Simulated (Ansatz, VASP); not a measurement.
# One calculation of SrTl3Ag, two programs

```
Sr Tl Ag
1.0
     5.56858    0.00000    0.00000
     0.00000    5.56858    0.00000
     0.00000    0.00000    5.56858
Sr Tl Ag
1 3 1
Cartesian
  0.0000 0.0000 0.0000
  0.0000 2.7843 2.7843
  2.7843 0.0000 2.7843
  2.7843 2.7843 0.0000
  2.7843 2.7843 2.7843
```

Change from the starting cell: species swapped into the RbCdF3 type (Pm-3m, No. 221).

Alike in both runs: functional PBE; k mesh 8 × 8 × 8; occupations gaussian, width 0.1 eV; no spin polarisation.

Ansatz relaxed the structure, and its values are those at the end. VASP's run is a single point on that final structure, the one shown.

|  | VASP | Ansatz |
| --- | --- | --- |
| version | VASP 6.6.1 | Ansatz 0.2.0 |
| potentials or method | VASP PAW PBE potentials, release 64 (Sr_sv, Tl_d, Ag), cutoff 520 eV | scalar-relativistic, plane waves, PAW |
| valence electrons in the cell | 60 | 68 |

```csv
,VASP,Ansatz,Ansatz less VASP
gap on the k mesh at the Fermi level (eV),none,none,-
pressure (GPa),0.0,0.0,+0.04
```

A gap of «none» marks a metal or a gap that the smearing closes. The functional is the same, so the differences come from potentials, cutoffs and numerics. VASP's potentials hold 60 valence electrons a cell and Ansatz's 68, so a difference there can come from the potentials and not from the codes.

Neither program's run includes spin-orbit coupling.
